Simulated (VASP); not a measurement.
# Zn (R-3m) in VASP: notebook

Zn is run at these levels: LDA; tasks: single point.

Program: VASP 6.6.1. These are calculated values, not measurements. Logs are shortened: lines on timing, memory, paths and dates and some standing lists are left out, and cuts for length are marked.

## Step 1: The cell of the first run

The structure is trigonal, space group R-3m (No. 166). The conventional cell has a = 3.698 Å, b = 3.698 Å, c = 3.367 Å, α = 90.00°, β = 90.00°, γ = 120.00°. Within 3.2 Å of Zn (site symmetry -3m) lie 12 Zn at 2.41 to 3.10 Å.

## Step 2: Single point, LDA

File INCAR:

```
SYSTEM = Zn
PREC = Accurate
ENCUT = 520
EDIFF = 1E-6
ISMEAR = 0
SIGMA = 0.15
LREAL = .FALSE.
LASPH = .TRUE.
NELM = 80
ALGO = Fast
ISIF = 2
LWAVE = .FALSE.
LCHARG = .FALSE.
NBANDS = 12
```

File KPOINTS:

```
regular mesh
0
G
  22 22 22
  0 0 0
```

File POSCAR:

```
Zn
1.0
   -1.0950778998      1.5195131861      1.5195131861
    1.5195131861     -1.0950778998      1.5195131861
    1.5195131861      1.5195131861     -1.0950778998
Zn
1
Direct
    0.0000000000      0.0000000000      0.0000000000
```

Potentials or basis: VASP PAW LDA potentials, release 64 (Zn).

The run is started by

```console
$ cat potpaw_LDA.64/Zn/POTCAR > POTCAR
$ mpirun -np 1 vasp_std > vasp.out
```

OUTCAR:

```text
SYSTEM = Zn
   PREC = Accurate
   ENCUT = 520
   EDIFF = 1E-6
   ISMEAR = 0
   LREAL = .FALSE.
   LASPH = .TRUE.
   NELM = 80
   ISIF = 2

 ion  position               nearest neighbor table
   1  0.000  0.000  0.000-

  LATTYP: Found a trigonal (rhomboedric) cell.
 ALAT       =     2.4118532816
 COS(alpha) =    -0.1751837620

  Lattice vectors:

 A1 = (  -1.0950778998,   1.5195131861,   1.5195131861)
 A2 = (   1.5195131861,  -1.0950778998,   1.5195131861)
 A3 = (   1.5195131861,   1.5195131861,  -1.0950778998)

Analysis of symmetry for initial positions (statically):
=====================================================================
 Subroutine PRICEL returns:
 Original cell was already a primitive cell.

 Routine SETGRP: Setting up the symmetry group for a
 trigonal (rhombohedral) supercell.

 Subroutine GETGRP returns: Found 12 space group operations
 (whereof 12 operations were pure point group operations)
 out of a pool of 12 trial point group operations.

The static configuration has the point symmetry D_3d.

Analysis of symmetry for dynamics (positions and initial velocities):
=====================================================================
 Subroutine PRICEL returns:
 Original cell was already a primitive cell.

 Routine SETGRP: Setting up the symmetry group for a
 trigonal (rhombohedral) supercell.

 Subroutine GETGRP returns: Found 12 space group operations
 (whereof 12 operations were pure point group operations)
 out of a pool of 12 trial point group operations.

The dynamic configuration has the point symmetry D_3d.

 Subroutine INISYM returns: Found 12 space group operations
 (whereof 12 operations are pure point group operations),
 and found     1 'primitive' translations

----------------------------------------------------------------------------------------

                                     Primitive cell

  volume of cell :      13.2890

  direct lattice vectors                    reciprocal lattice vectors
    -1.095077900  1.519513186  1.519513186    -0.083507015  0.298961971  0.298961971
     1.519513186 -1.095077900  1.519513186     0.298961971 -0.083507015  0.298961971
     1.519513186  1.519513186 -1.095077900     0.298961971  0.298961971 -0.083507015

  length of vectors
     2.411853282  2.411853282  2.411853282     0.430963968  0.430963968  0.430963968

  position of ions in fractional coordinates (direct lattice)
     0.000000000  0.000000000  0.000000000

  ion indices of the primitive-cell ions
   primitive index   ion index
                 1           1

----------------------------------------------------------------------------------------

 KPOINTS: regular mesh

Automatic generation of k-mesh.
 Grid dimensions read from file:
 generate k-points for:   22   22   22

 Generating k-lattice:

  Cartesian coordinates                     Fractional coordinates (reciprocal lattice)
    -0.003795773  0.013589180  0.013589180     0.045454545  0.000000000  0.000000000
     0.013589180 -0.003795773  0.013589180     0.000000000  0.045454545  0.000000000
     0.013589180  0.013589180 -0.003795773     0.000000000  0.000000000  0.045454545

  Length of vectors
     0.019589271  0.019589271  0.019589271

  Shift w.r.t. Gamma in fractional coordinates (k-lattice)
     0.000000000  0.000000000  0.000000000

 Subroutine IBZKPT returns following result:
 ===========================================

 Found   1024 irreducible k-points:

 Following reciprocal coordinates:
            Coordinates               Weight
  0.000000  0.000000  0.000000      1.000000
  0.045455  0.000000  0.000000      6.000000
  0.090909  0.000000  0.000000      6.000000
  0.136364  0.000000  0.000000      6.000000
  0.181818  0.000000  0.000000      6.000000
  0.227273  0.000000  0.000000      6.000000
[... 16 lines left out ...]
  0.500000  0.045455  0.000000     12.000000
 -0.454545  0.045455 -0.000000     12.000000
 [... further k-points ...]
   k-points           NKPTS =   1024   k-points in BZ     NKDIM =   1024   number of bands    NBANDS=     12
   number of dos      NEDOS =    301   number of ions     NIONS =      1
   total plane-waves  NPLWV =   5832
   dimension x,y,z NGX =    18 NGY =   18 NGZ =   18
   dimension x,y,z NGXF=    36 NGYF=   36 NGZF=   36
   ions per type =               1
   NGX,Y,Z   is equivalent  to a cutoff of  12.41, 12.41, 12.41 a.u.
   NGXF,Y,Z  is equivalent  to a cutoff of  24.81, 24.81, 24.81 a.u.
 SYSTEM =  Zn
   PREC   = accura    normal or accurate (medium, high low for compatibility)
   ISTART =      0    job   : 0-new  1-cont  2-samecut
   ICHARG =      2    charge: 1-file 2-atom 10-const
   ISPIN  =      1    spin polarized calculation?
   LNONCOLLINEAR =      F non collinear calculations
   LSORBIT =      F    spin-orbit coupling
   LASPH  =      T    aspherical Exc in radial PAW
   ENCUT  =  520.0 eV  38.22 Ry    6.18 a.u.   4.48  4.48  4.48*2*pi/ulx,y,z
   NELM   =     80;   NELMIN=  2; NELMDL= -5     # of ELM steps
   EDIFF  = 0.1E-05   stopping-criterion for ELM
   LREAL  =      F    real-space projection
   EDIFFG = 0.1E-04   stopping-criterion for IOM
   NSW    =      0    number of steps for IOM
   IBRION =     -1    ionic relax: 0-MD 1-quasi-New 2-CG
   NFREE  =      0    steps in history (QN), initial steepest desc. (CG)
   ISIF   =      2    stress and relaxation
   ISYM   =      2    0-nonsym 1-usesym 2-fastsym
   POTIM  = 0.5000    time-step for ionic-motion
   TEBEG  =    0.0;   TEEND  =   0.0 temperature during run
   PSTRESS=    0.0 pullay stress
   NELECT =      12.0000    total number of electrons
   NUPDOWN=      -1.0000    fix difference up-down
   EMIN   =  10.00;   EMAX   =-10.00  energy-range for DOS
   EFERMI =   0.00;   METHOD = LEGACY
   ISMEAR =     0;   SIGMA  =   0.15  broadening in eV -4-tet -1-fermi 0-gaus
   EFERMI_NEDOS =   21; number of points for ismear=-14 and -15
   IALGO  =     68    algorithm
   IMIX   =      4    mixing-type and parameters
     AMIX     =   0.40;   BMIX     =  1.00
     AMIX_MAG =   1.60;   BMIX_MAG =  1.00
  volume/ion in A,a.u.               =      13.29        89.68
  Fermi-wavevector in a.u.,A,eV,Ry     =   1.582357  2.990221 34.066998  2.503854
  Thomas-Fermi vector in A             =   2.682292
   LORBIT       =      0    0 simple, 1 ext, 2 COOP (PROOUT), +10 PAW based schemes
   GGA     = CA    functional components
   LHFCALC =     F    Hartree Fock is set to
   AEXX    =    0.0000 exact exchange contribution
   IVDW    =     0    specifies the selected vdW correction
   LEPSILON=     F    determine dielectric tensor
   LRPA    =     F    only Hartree local field effects (RPA)
 non-spin polarized calculation
 RMM-DIIS sequential band-by-band and
 Gauss-broadening in eV      SIGMA  =   0.15
  energy-cutoff  :      520.00
  volume of cell :       13.29
 maximum number of plane-waves:       369
 NGX is ok and might be reduce to    18
   NGX =  9   NGY =  9   NGZ =  9

 number of electron      11.9999969 magnetization

 Free energy of the ion-electron system (eV)
  ---------------------------------------------------
  ext. energy  EPLUGINS =         0.00000000
  ---------------------------------------------------
  free energy    TOTEN  =        -1.57390696 eV

  energy without entropy =       -1.57079903  energy(sigma->0) =       -1.57235300

 E-fermi :   3.6749     XC(G=0): -12.5775

 val. band max:        3.6734995222   @ k =  -0.0455   0.4091   0.0455
 cond. band min:       3.6753785427   @ k =  -0.4545   0.4545   0.2273
 fundamental gap:      0.0018790205
 Fermi energy:         3.6748853651

 k-point     1 :       0.0000    0.0000    0.0000
  band No.  band energies     occupation
      1      -7.6139      2.00000
      2      -5.1520      2.00000
      3      -5.1520      2.00000
      4      -3.6378      2.00000
      5      -3.5025      2.00000
      6      -3.5025      2.00000
      7      19.5165      0.00000
      8      19.9264      0.00000
      9      19.9264      0.00000
     10      23.0167      0.00000
     11      23.0167      0.00000
     12      26.8981      0.00000

 k-point     2 :       0.0455    0.0000    0.0000
  band No.  band energies     occupation
      1      -7.5544      2.00000
      2      -5.1499      2.00000
      3      -5.1362      2.00000
      4      -3.6417      2.00000
      5      -3.5102      2.00000
      6      -3.5059      2.00000
      7      18.6303      0.00000
      8      19.6912      0.00000
      9      19.9085      0.00000
     10      23.1405      0.00000
     11      23.9594      0.00000
     12      27.2545      0.00000

 k-point     3 :       0.0909    0.0000    0.0000
  band No.  band energies     occupation
      1      -7.3781      2.00000
      2      -5.1440      2.00000
      3      -5.0880      2.00000
      4      -3.6547      2.00000
      5      -3.5323      2.00000
      6      -3.5136      2.00000
      7      16.6635      0.00000
      8      19.7307      0.00000
      9      19.8695      0.00000
     10      23.4977      0.00000
     11      25.1566      0.00000
     12      28.5006      0.00000

 k-point     4 :       0.1364    0.0000    0.0000
  band No.  band energies     occupation
      1      -7.0928      2.00000
      2      -5.1353      2.00000
      3      -5.0045      2.00000
      4      -3.6782      2.00000
      5      -3.5661      2.00000
      6      -3.5200      2.00000
      7      14.5832      0.00000
      8      19.8216      0.00000
      9      19.8402      0.00000
     10      24.0547      0.00000
     11      25.9347      0.00000
     12      30.4493      0.00000

 k-point     5 :       0.1818    0.0000    0.0000
  band No.  band energies     occupation
      1      -6.7171      2.00000
      2      -5.1256      2.00000
      3      -4.8748      2.00000
      4      -3.7097      2.00000
      5      -3.6076      2.00000
      6      -3.5216      2.00000
      7      12.5327      0.00000
      8      19.8473      0.00000
      9      19.9434      0.00000
     10      24.7810      0.00000
     11      26.5679      0.00000
     12      30.0227      0.00000
[... 228 lines left out ...]
      1      -5.3513      2.00000
      2      -5.0997      2.00000
      3      -3.8015      2.00000
      4      -3.7758      2.00000
      5      -3.4994      2.00000
      6      -1.7193      2.00000
      7       3.3430      1.99825
      8      18.9999      0.00000
      9      20.5638      0.00000
     10      25.5036      0.00000
     11      27.9172      0.00000
     12      31.5784      0.00000

 k-point    22 :       0.4545    0.0455    0.0000
  band No.  band energies     occupation
      1      -5.3145      2.00000
      2      -5.0972      2.00000
      3      -3.8195      2.00000
      4      -3.7784      2.00000
      5      -3.4954      2.00000
      6      -0.6837      2.00000
      7       2.0015      2.00000
      8      19.4641      0.00000
      9      20.7995      0.00000
     10      24.9292      0.00000
     11      27.3185      0.00000
     12      32.3843      0.00000

 k-point    23 :       0.5000    0.0455    0.0000
  band No.  band energies     occupation
      1      -5.3001      2.00000
      2      -5.0932      2.00000
      3      -3.8373      2.00000
      4      -3.7827      2.00000
      5      -3.4947      2.00000
      6      -0.2193      2.00000
      7       1.4742      2.00000
      8      19.9920      0.00000
      9      20.9799      0.00000
     10      24.5662      0.00000
     11      26.8238      0.00000
     12      31.3735      0.00000

 k-point    24 :      -0.4545    0.0455   -0.0000
  band No.  band energies     occupation
      1      -5.3069      2.00000
      2      -5.0878      2.00000
      3      -3.8554      2.00000
      4      -3.7867      2.00000
      5      -3.4971      2.00000
      6      -1.0668      2.00000
      7       2.4990      2.00000
      8      20.5440      0.00000
      9      21.0711      0.00000
     10      24.4416      0.00000
     11      26.4710      0.00000
     12      29.9862      0.00000

 [... further k-points ...]
[... 5 lines left out ...]
  --------------------------------------------------------------------------------------
  -------------------------------------------------------------------------------------
  Total        1.3142431      1.3142431      1.3142431     -0.4458503     -0.4458503     -0.4458503
  in kB      158.4506320    158.4506320    158.4506320    -53.7535751    -53.7535751    -53.7535751
  external PRESSURE =     158.4506320 kB  Pullay stress =       0.0000000 kB

 VOLUME and BASIS-vectors are now :
 -----------------------------------------------------------------------------
  energy-cutoff  :      520.00
  volume of cell :       13.29
      direct lattice vectors                 reciprocal lattice vectors
    -1.095077900  1.519513186  1.519513186    -0.083507015  0.298961971  0.298961971
     1.519513186 -1.095077900  1.519513186     0.298961971 -0.083507015  0.298961971
     1.519513186  1.519513186 -1.095077900     0.298961971  0.298961971 -0.083507015

 POSITION                                       TOTAL-FORCE (eV/Angst)
 -----------------------------------------------------------------------------------
      0.00000      0.00000      0.00000         0.000000     -0.000000      0.000000
 -----------------------------------------------------------------------------------
    total drift:                                0.000000     -0.000000      0.000000

  FREE ENERGIE OF THE ION-ELECTRON SYSTEM (eV)
  ---------------------------------------------------
  free  energy   TOTEN  =        -1.5739069599 eV

  energy  without entropy=       -1.5707990310  energy(sigma->0) =       -1.57235300
```

Run time: 84 s. Hardware: 1 thread of Intel Xeon 6975P-C (Granite Rapids), shared host; peak memory 0.25 GiB.

Results:

```
Free energy            : -1.5739 eV
Pressure               : 15.8 GPa
Band gap on the k mesh : zero (band 6 reaches 8.63 eV, above the bottom of band 7 at 1.40 eV)
```

Levels at points of the mesh, in eV from the Fermi level:
```tsv
k point	band 2	band 3	band 4	band 5	band 6	band 7	band 8	band 9	band 10	band 11
(0.00, 0.00, 0.00)	-8.83	-8.83	-7.31	-7.18	-7.18	15.84	16.25	16.25	19.34	19.34
(0.50, 0.00, 0.00)	-8.78	-7.47	-7.45	-7.16	-3.95	-2.27	17.15	17.34	20.33	22.70
(0.50, 0.50, 0.00)	-8.62	-7.58	-7.41	-6.73	-0.89	2.83	4.75	9.77	21.32	25.30
(0.50, 0.50, 0.50)	-8.84	-8.04	-6.73	-6.73	4.96	4.96	7.45	10.65	10.65	11.19
```

## Step 3: Single point, LDA

File INCAR:

```
PREC = Accurate
ENCUT = 520
EDIFF = 1E-6
ISMEAR = 0
SIGMA = 0.15
LREAL = F
LASPH = T
NELM = 60
ALGO = Fast
ISIF = 2
LWAVE = F
LCHARG = F
NBANDS = 12
```

File KPOINTS:

```
regular mesh
0
Gamma
  22 22 22
```

File POSCAR:

```
Zn
1.0
   -0.6829770618      1.6077392279      1.6077392279
    1.6077392279     -0.6829770618      1.6077392279
    1.6077392279      1.6077392279     -0.6829770618
Zn
1
Direct
    0.0000000000      0.0000000000      0.0000000000
```

Potentials or basis: VASP PAW LDA potentials, release 64 (Zn).

The run is started by

```console
$ cat potpaw_LDA.64/Zn/POTCAR > POTCAR
$ mpirun -np 1 vasp_std > vasp.out
```

It took 77 s on 1 thread of Intel Xeon 6975P-C (Granite Rapids), shared host; peak memory 0.25 GiB.

It converged, with:

```
Free energy            : -1.4388 eV
Pressure               : 21.7 GPa
Band gap on the k mesh : zero (band 6 reaches 8.64 eV, above the bottom of band 7 at 1.12 eV)
```

Stress tensor (GPa, compression positive):
```
21.74  2.50  2.50
 2.50 21.74  2.50
 2.50  2.50 21.74
```

Levels at points of the mesh, in eV from the Fermi level:
| k point | band 3 | band 4 | band 5 | band 6 | band 7 | band 8 | band 9 | band 10 |
| --- | --- | --- | --- | --- | --- | --- | --- | --- |
| (0.00, 0.00, 0.00) | -9.16 | -7.20 | -7.20 | -7.17 | 15.01 | 15.01 | 15.14 | 18.37 |
| (0.50, 0.00, 0.00) | -7.77 | -7.71 | -7.14 | -4.17 | -2.59 | 20.08 | 20.12 | 23.02 |
| (0.50, 0.50, 0.00) | -7.66 | -7.62 | -6.74 | 0.50 | 2.15 | 4.32 | 7.36 | 24.35 |
| (0.50, 0.50, 0.50) | -8.70 | -6.71 | -6.71 | 4.84 | 7.76 | 7.76 | 10.36 | 12.24 |

(Continued in part 2 of 2.)
